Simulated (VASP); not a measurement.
# CdS (F-43m) in VASP: single point with PBE

Aim: the single point of CdS with PBE.

Program: VASP 6.6.1. These are calculated values, not measurements. Logs are shortened: lines on timing, memory, paths and dates and some standing lists are left out, and cuts for length are marked.

## (1) The cell of the first run

It takes space group F-43m (No. 216, cubic). Conventional cell: a = 6.052 Å, b = 6.052 Å, c = 6.052 Å, α = 90.00°, β = 90.00°, γ = 90.00°. Within 3.5 Å of Cd (site symmetry -43m) lie 4 S at 2.62 Å. Within 3.5 Å of S (site symmetry -43m) lie 4 Cd at 2.62 Å.

## (2) Single point, PBE (Te replaced by S, lengths x 0.930, strained)

INCAR reads:

```
SYSTEM = CdS
ALGO = Normal
EDIFF = 1E-6
ENCUT = 520
GGA = PE
ISIF = 2
ISMEAR = 0
LASPH = .TRUE.
LCHARG = .FALSE.
LREAL = .FALSE.
LWAVE = .FALSE.
NBANDS = 16
NELM = 60
PREC = Accurate
SIGMA = 0.02
```

KPOINTS reads:

```
k-points
0
G
  8 8 8
  0 0 0
```

POSCAR reads:

```
CdS
1.0
    0.0000000000      3.0259787923      3.0259787923
    3.0259787923      0.0000000000      3.0259787923
    3.0259787923      3.0259787923      0.0000000000
Cd S
1 1
Direct
    0.0000000000      0.0000000000      0.0000000000
    0.7500000000      0.7500000000      0.7500000000
```

Potentials or basis: VASP PAW PBE potentials, release 64 (Cd, S).

Started as:

```console
> cat potpaw_PBE.64/Cd/POTCAR potpaw_PBE.64/S/POTCAR > POTCAR
> mpirun -np 1 vasp_std > vasp.out
```

OUTCAR:

```text
SYSTEM = CdS
   EDIFF = 1E-6
   ENCUT = 520
   GGA = PE
   ISIF = 2
   ISMEAR = 0
   LASPH = .TRUE.
   LREAL = .FALSE.
   NELM = 60
   PREC = Accurate

 ion  position               nearest neighbor table
   1  0.000  0.000  0.000-   2 2.62   2 2.62   2 2.62   2 2.62
   2  0.750  0.750  0.750-   1 2.62   1 2.62   1 2.62   1 2.62

  LATTYP: Found a face centered cubic cell.
 ALAT       =     6.0519575846

  Lattice vectors:

 A1 = (   0.0000000000,   3.0259787923,   3.0259787923)
 A2 = (   3.0259787923,   0.0000000000,   3.0259787923)
 A3 = (   3.0259787923,   3.0259787923,   0.0000000000)

Analysis of symmetry for initial positions (statically):
=====================================================================
 Subroutine PRICEL returns:
 Original cell was already a primitive cell.

 Routine SETGRP: Setting up the symmetry group for a
 face centered cubic supercell.

 Subroutine GETGRP returns: Found 24 space group operations
 (whereof 24 operations were pure point group operations)
 out of a pool of 48 trial point group operations.

The static configuration has the point symmetry T_d .

Analysis of symmetry for dynamics (positions and initial velocities):
=====================================================================
 Subroutine PRICEL returns:
 Original cell was already a primitive cell.

 Routine SETGRP: Setting up the symmetry group for a
 face centered cubic supercell.

 Subroutine GETGRP returns: Found 24 space group operations
 (whereof 24 operations were pure point group operations)
 out of a pool of 48 trial point group operations.

The dynamic configuration has the point symmetry T_d .

 Subroutine INISYM returns: Found 24 space group operations
 (whereof 24 operations are pure point group operations),
 and found     1 'primitive' translations

----------------------------------------------------------------------------------------

                                     Primitive cell

  volume of cell :      55.4150

  direct lattice vectors                    reciprocal lattice vectors
     0.000000000  3.025978792  3.025978792    -0.165235791  0.165235791  0.165235791
     3.025978792  0.000000000  3.025978792     0.165235791 -0.165235791  0.165235791
     3.025978792  3.025978792  0.000000000     0.165235791  0.165235791 -0.165235791

  length of vectors
     4.279380248  4.279380248  4.279380248     0.286196786  0.286196786  0.286196786

  position of ions in fractional coordinates (direct lattice)
     0.000000000  0.000000000  0.000000000
     0.750000000  0.750000000  0.750000000

  ion indices of the primitive-cell ions
   primitive index   ion index
                 1           1
                 2           2

----------------------------------------------------------------------------------------

 KPOINTS: k-points

Automatic generation of k-mesh.
 Grid dimensions read from file:
 generate k-points for:    8    8    8

 Generating k-lattice:

  Cartesian coordinates                     Fractional coordinates (reciprocal lattice)
    -0.020654474  0.020654474  0.020654474     0.125000000  0.000000000  0.000000000
     0.020654474 -0.020654474  0.020654474     0.000000000  0.125000000  0.000000000
     0.020654474  0.020654474 -0.020654474     0.000000000  0.000000000  0.125000000

  Length of vectors
     0.035774598  0.035774598  0.035774598

  Shift w.r.t. Gamma in fractional coordinates (k-lattice)
     0.000000000  0.000000000  0.000000000

 Subroutine IBZKPT returns following result:
 ===========================================

 Found     29 irreducible k-points:

 Following reciprocal coordinates:
            Coordinates               Weight
  0.000000  0.000000  0.000000      1.000000
  0.125000  0.000000  0.000000      8.000000
  0.250000  0.000000  0.000000      8.000000
  0.375000  0.000000  0.000000      8.000000
  0.500000  0.000000  0.000000      4.000000
  0.125000  0.125000  0.000000      6.000000
[... 16 lines left out ...]
  0.500000  0.250000  0.125000     48.000000
 -0.375000  0.250000  0.125000     24.000000
 [... further k-points ...]
   k-points           NKPTS =     29   k-points in BZ     NKDIM =     29   number of bands    NBANDS=     16
   number of dos      NEDOS =    301   number of ions     NIONS =      2
   total plane-waves  NPLWV =  32768
   dimension x,y,z NGX =    32 NGY =   32 NGZ =   32
   dimension x,y,z NGXF=    64 NGYF=   64 NGZF=   64
   ions per type =               1   1
   NGX,Y,Z   is equivalent  to a cutoff of  12.43, 12.43, 12.43 a.u.
   NGXF,Y,Z  is equivalent  to a cutoff of  24.86, 24.86, 24.86 a.u.
 SYSTEM =  CdS
   PREC   = accura    normal or accurate (medium, high low for compatibility)
   ISTART =      0    job   : 0-new  1-cont  2-samecut
   ICHARG =      2    charge: 1-file 2-atom 10-const
   ISPIN  =      1    spin polarized calculation?
   LNONCOLLINEAR =      F non collinear calculations
   LSORBIT =      F    spin-orbit coupling
   LASPH  =      T    aspherical Exc in radial PAW
   ENCUT  =  520.0 eV  38.22 Ry    6.18 a.u.   7.96  7.96  7.96*2*pi/ulx,y,z
   NELM   =     60;   NELMIN=  2; NELMDL= -5     # of ELM steps
   EDIFF  = 0.1E-05   stopping-criterion for ELM
   LREAL  =      F    real-space projection
   EDIFFG = 0.1E-04   stopping-criterion for IOM
   NSW    =      0    number of steps for IOM
   IBRION =     -1    ionic relax: 0-MD 1-quasi-New 2-CG
   NFREE  =      0    steps in history (QN), initial steepest desc. (CG)
   ISIF   =      2    stress and relaxation
   ISYM   =      2    0-nonsym 1-usesym 2-fastsym
   POTIM  = 0.5000    time-step for ionic-motion
   TEBEG  =    0.0;   TEEND  =   0.0 temperature during run
   PSTRESS=    0.0 pullay stress
   NELECT =      18.0000    total number of electrons
   NUPDOWN=      -1.0000    fix difference up-down
   EMIN   =  10.00;   EMAX   =-10.00  energy-range for DOS
   EFERMI =   0.00;   METHOD = LEGACY
   ISMEAR =     0;   SIGMA  =   0.02  broadening in eV -4-tet -1-fermi 0-gaus
   EFERMI_NEDOS =   21; number of points for ismear=-14 and -15
   IALGO  =     38    algorithm
   IMIX   =      4    mixing-type and parameters
     AMIX     =   0.40;   BMIX     =  1.00
     AMIX_MAG =   1.60;   BMIX_MAG =  1.00
  volume/ion in A,a.u.               =      27.71       186.98
  Fermi-wavevector in a.u.,A,eV,Ry     =   1.125356  2.126614 17.230762  1.266425
  Thomas-Fermi vector in A             =   2.262032
   LORBIT       =      0    0 simple, 1 ext, 2 COOP (PROOUT), +10 PAW based schemes
   GGA     = PE    functional components
   LHFCALC =     F    Hartree Fock is set to
   AEXX    =    0.0000 exact exchange contribution
   IVDW    =     0    specifies the selected vdW correction
   LEPSILON=     F    determine dielectric tensor
   LRPA    =     F    only Hartree local field effects (RPA)
 non-spin polarized calculation
 Gauss-broadening in eV      SIGMA  =   0.02
  energy-cutoff  :      520.00
  volume of cell :       55.42
 maximum number of plane-waves:      1524
   NGX = 15   NGY = 15   NGZ = 15

 number of electron      17.9999997 magnetization

 Free energy of the ion-electron system (eV)
  ---------------------------------------------------
  ext. energy  EPLUGINS =         0.00000000
  ---------------------------------------------------
  free energy    TOTEN  =        -6.12059785 eV

  energy without entropy =       -6.12059785  energy(sigma->0) =       -6.12059785

 E-fermi :   0.5378     XC(G=0):  -8.6426

 val. band max:        0.4356223161   @ k =   0.0000   0.0000   0.0000
 cond. band min:       1.3359431980   @ k =   0.0000   0.0000   0.0000
 fundamental gap:      0.9003208819
 Fermi energy:         0.5378174568

 k-point     1 :       0.0000    0.0000    0.0000
  band No.  band energies     occupation
      1     -11.3205      2.00000
      2      -6.9652      2.00000
      3      -6.9652      2.00000
      4      -6.9652      2.00000
      5      -6.6211      2.00000
      6      -6.6211      2.00000
[... 8 lines left out ...]
     15      11.7332      0.00000
     16      11.7332      0.00000

 k-point     2 :       0.1250    0.0000    0.0000
  band No.  band energies     occupation
      1     -11.2722      2.00000
      2      -6.9486      2.00000
      3      -6.9486      2.00000
      4      -6.9169      2.00000
      5      -6.6217      2.00000
      6      -6.6217      2.00000
[... 8 lines left out ...]
     15      11.1786      0.00000
     16      11.9214      0.00000

 k-point     3 :       0.2500    0.0000    0.0000
  band No.  band energies     occupation
      1     -11.1555      2.00000
      2      -6.9128      2.00000
      3      -6.9128      2.00000
      4      -6.7561      2.00000
      5      -6.6175      2.00000
      6      -6.6175      2.00000
[... 8 lines left out ...]
     15      10.9494      0.00000
     16      11.4776      0.00000

 k-point     4 :       0.3750    0.0000    0.0000
  band No.  band energies     occupation
      1     -11.0390      2.00000
      2      -6.8852      2.00000
      3      -6.8852      2.00000
      4      -6.6033      2.00000
      5      -6.6033      2.00000
      6      -6.4941      2.00000
[... 8 lines left out ...]
     15      11.7161      0.00000
     16      11.7161      0.00000
[... 324 lines left out ...]
 k-point    22 :       0.3750    0.2500    0.1250
  band No.  band energies     occupation
      1     -11.0699      2.00000
      2      -6.8725      2.00000
      3      -6.8546      2.00000
      4      -6.7128      2.00000
      5      -6.6088      2.00000
      6      -6.5685      2.00000
[... 8 lines left out ...]
     15      12.1923      0.00000
     16      13.8252      0.00000

 k-point    23 :       0.5000    0.2500    0.1250
  band No.  band energies     occupation
      1     -10.9782      2.00000
      2      -6.8470      2.00000
      3      -6.8285      2.00000
      4      -6.6603      2.00000
      5      -6.5959      2.00000
      6      -6.3775      2.00000
[... 8 lines left out ...]
     15      12.7482      0.00000
     16      13.2462      0.00000

 k-point    24 :      -0.3750    0.2500    0.1250
  band No.  band energies     occupation
      1     -10.9407      2.00000
      2      -6.8430      2.00000
      3      -6.8168      2.00000
      4      -6.6361      2.00000
      5      -6.6008      2.00000
      6      -6.2456      2.00000
[... 8 lines left out ...]
     15      12.4171      0.00000
     16      13.2383      0.00000

 [... further k-points ...]
[... 5 lines left out ...]
  --------------------------------------------------------------------------------------
  -------------------------------------------------------------------------------------
  Total       -0.9278124     -0.9278124     -0.9278124      0.0000000      0.0000000     -0.0000000
  in kB      -26.8252107    -26.8252107    -26.8252107      0.0000000      0.0000000     -0.0000000
  external PRESSURE =     -26.8252107 kB  Pullay stress =       0.0000000 kB

 VOLUME and BASIS-vectors are now :
 -----------------------------------------------------------------------------
  energy-cutoff  :      520.00
  volume of cell :       55.42
      direct lattice vectors                 reciprocal lattice vectors
     0.000000000  3.025978792  3.025978792    -0.165235791  0.165235791  0.165235791
     3.025978792  0.000000000  3.025978792     0.165235791 -0.165235791  0.165235791
     3.025978792  3.025978792  0.000000000     0.165235791  0.165235791 -0.165235791

 POSITION                                       TOTAL-FORCE (eV/Angst)
 -----------------------------------------------------------------------------------
      0.00000      0.00000      0.00000         0.000000      0.000000      0.000000
      4.53897      4.53897      4.53897        -0.000000     -0.000000     -0.000000
 -----------------------------------------------------------------------------------
    total drift:                                0.000000      0.000000      0.000000

  FREE ENERGIE OF THE ION-ELECTRON SYSTEM (eV)
  ---------------------------------------------------
  free  energy   TOTEN  =        -6.1205978505 eV

  energy  without entropy=       -6.1205978505  energy(sigma->0) =       -6.12059785
```

Wall time 21 s (1 thread of Intel Xeon Platinum 8259CL at 2.50GHz (Skylake/Cascade Lake), shared host); peak memory 0.18 GiB.

Results:

```
Free energy            : -6.1206 eV
Pressure               : -2.7 GPa
Band gap on the k mesh : 0.90 eV
```

Levels at points of the mesh, in eV from the valence-band top:
| k point | band 5 | band 6 | band 7 | band 8 | band 9 | band 10 | band 11 | band 12 | band 13 | band 14 |
| --- | --- | --- | --- | --- | --- | --- | --- | --- | --- | --- |
| (0.00, 0.00, 0.00) | -7.06 | -7.06 | 0.00 | 0.00 | 0.00 | 0.90 | 6.54 | 6.54 | 6.54 | 10.83 |
| (0.50, 0.00, 0.00) | -7.03 | -6.77 | -3.78 | -0.61 | -0.61 | 2.83 | 6.98 | 6.98 | 7.12 | 10.75 |
| (0.50, 0.50, 0.00) | -6.99 | -6.71 | -3.49 | -1.53 | -1.53 | 3.72 | 4.16 | 8.80 | 10.12 | 10.12 |

Caveat: the cell differs from its parent crystal (Te replaced by S, lengths x 0.930, strained).
